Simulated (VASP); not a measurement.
## RbSi2: single point with PBE+D3(BJ)

The system is RbSi2.

```
CELL_PARAMETERS angstrom
4.31197 0.00000 0.00000
0.00000 4.31197 0.00000
0.00000 0.00000 5.57514
ATOMIC_POSITIONS crystal
Rb 0.00000 0.00000 0.00000
Si 0.50000 0.50000 0.79058
Si 0.50000 0.50000 0.20942
```

```yaml
Program: VASP 6.6.1
Task: single point
Functional: PBE
Dispersion: D3(BJ)
Potentials_or_basis: VASP PAW PBE potentials, release 64 (Rb_sv, Si)
Cutoff: 520 eV
k_mesh: 4 × 4 × 4
Occupations: gaussian, width 0.1 eV
Spin: no spin polarisation
Dipole_correction: no
Further_INCAR_settings: ALGO = Normal; EDIFF = 1e-06; NBANDS = 16
```

* Pressure: 2.4 GPa
* Largest force: 0.089 eV/Å
* Dispersion energy per atom: -0.197 eV

Forces on the atoms (eV/Å):
```
Rb   0.000  0.000  0.000
Si   0.000  0.000  0.089
Si   0.000  0.000 -0.089
```

Stress tensor (GPa, compression positive):
```
 6.88  0.00  0.00
 0.00  6.88  0.00
 0.00  0.00 -6.69
```

Levels at points of the mesh, in eV from the Fermi level:
| k point | band 5 | band 6 | band 7 | band 8 | band 9 | band 10 | band 11 | band 12 | band 13 | band 14 |
| --- | --- | --- | --- | --- | --- | --- | --- | --- | --- | --- |
| (0.00, 0.00, 0.00) | -8.50 | -3.97 | -2.40 | 0.37 | 0.37 | 2.64 | 2.64 | 2.64 | 3.93 | 6.22 |
| (0.50, 0.00, 0.00) | -7.37 | -4.02 | -2.26 | -1.91 | -0.38 | 1.67 | 3.18 | 3.29 | 5.39 | 6.51 |
| (0.50, 0.50, 0.00) | -8.06 | -3.54 | -1.68 | -0.89 | -0.89 | 0.91 | 0.91 | 3.56 | 5.28 | 5.28 |
| (0.00, 0.00, 0.50) | -8.14 | -5.64 | 0.77 | 0.77 | 0.80 | 1.69 | 1.69 | 2.89 | 3.63 | 5.52 |
| (0.50, 0.00, 0.50) | -7.01 | -5.58 | -1.76 | -0.12 | 0.05 | 1.21 | 2.30 | 3.59 | 5.89 | 6.02 |
| (0.50, 0.50, 0.50) | -7.75 | -5.13 | -0.29 | -0.29 | -0.26 | -0.26 | 1.49 | 4.35 | 5.28 | 5.47 |

Wall time 32 s on 1 thread of Intel Xeon 8259CL, with other jobs on the host, peak memory 0.2 GiB.

Caveat: the k points lie up to 0.36 Å⁻¹ apart; pairwise dispersion overbinds metals, which lowers pressure and volume.
